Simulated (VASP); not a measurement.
Write the native input for VASP 6.6.1 that does the following.

```
Task                   : electric field gradients
Functional             : PBE
Potentials or basis    : VASP PAW PBE potentials, release 64 (Na_pv, H)
Cutoff                 : 520 eV
k mesh                 : 12 × 12 × 12
Occupations            : fermi-dirac, width 0.08 eV
Spin                   : no spin polarisation
Dipole correction      : no
Further INCAR settings : ALGO = Normal; EDIFF = 1e-08; NBANDS = 11
```

The structure of NaH (rocksalt type) lies in POSCAR:

```
NaH
1.0
    0.0000000000      2.4315529388      2.4315529388
    2.4315529388      0.0000000000      2.4315529388
    2.4315529388      2.4315529388      0.0000000000
Na H
1 1
Direct
    0.0000000000      0.0000000000      0.0000000000
    0.5000000000      0.5000000000      0.5000000000
```

This cell differs from its parent crystal: volume scaled by 1.02.

The input as run:

INCAR

```
PREC = Accurate
ENCUT = 520
EDIFF = 1E-8
ISMEAR = -1
SIGMA = 0.08
LREAL = F
LASPH = T
NELM = 100
ALGO = Normal
ISIF = 2
LWAVE = F
LCHARG = F
GGA = PE
LEFG = T
NBANDS = 11
```

KPOINTS

```
Automatic mesh
0
Gamma
  12 12 12
```

Potentials or basis: VASP PAW PBE potentials, release 64 (Na_pv, H).

The run is started by

```console
$ cat potpaw_PBE.64/Na_pv/POTCAR potpaw_PBE.64/H/POTCAR > POTCAR
$ mpirun -np 1 vasp_std > vasp.out
```

Results of the run:

| Quantity | Value |
| --- | --- |
| Pressure | -0.5 GPa |
| Band gap on the k mesh | 3.73 eV, indirect (least direct gap 4.58 eV) |

Caveat: without QUAD_EFG the Cq values of the log hold for a quadrupole moment of 1 mb, not for the nuclei.

Run time: 11 s on 1 thread of Intel(R) Xeon(R) 6975P-C (Granite Rapids), on a shared host, peak memory 0.16 GiB.
